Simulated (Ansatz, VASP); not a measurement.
# Two plane-wave programs on Ca

```
Ca
1.0
     3.66309    0.00000    0.00000
     0.00000    3.66309    0.00000
     0.00000    0.00000    3.31422
Ca
1
Direct
  0.00000 0.00000 0.00000
```

Change from the starting cell: strain +0.050 along x and y, -0.050 along z, atoms carried along.

Alike in both runs: task single point; functional LDA; k mesh 14 × 14 × 14; occupations gaussian, width 0.15 eV; no spin polarisation.

|  | VASP | Ansatz |
| --- | --- | --- |
| version | VASP 6.6.1 | Ansatz 0.2.0 |
| potentials or method | VASP PAW LDA potentials, release 64 (Ca_sv), cutoff 520 eV | scalar-relativistic, plane waves, PAW |
| valence electrons in the cell | 10 | 10 |

```tsv
	VASP	Ansatz	Ansatz less VASP
gap on the k mesh at the Fermi level (eV)	none	none	-
pressure (GPa)	-1.3	-1.3	+0.02
traceless stress, the component that is largest in VASP (GPa)	3.45	3.43	-0.014
```

LDA's correlation is that of Perdew and Zunger in VASP and of Perdew and Wang (1992) in Ansatz. A gap of «none» marks a metal or a gap that the smearing closes.
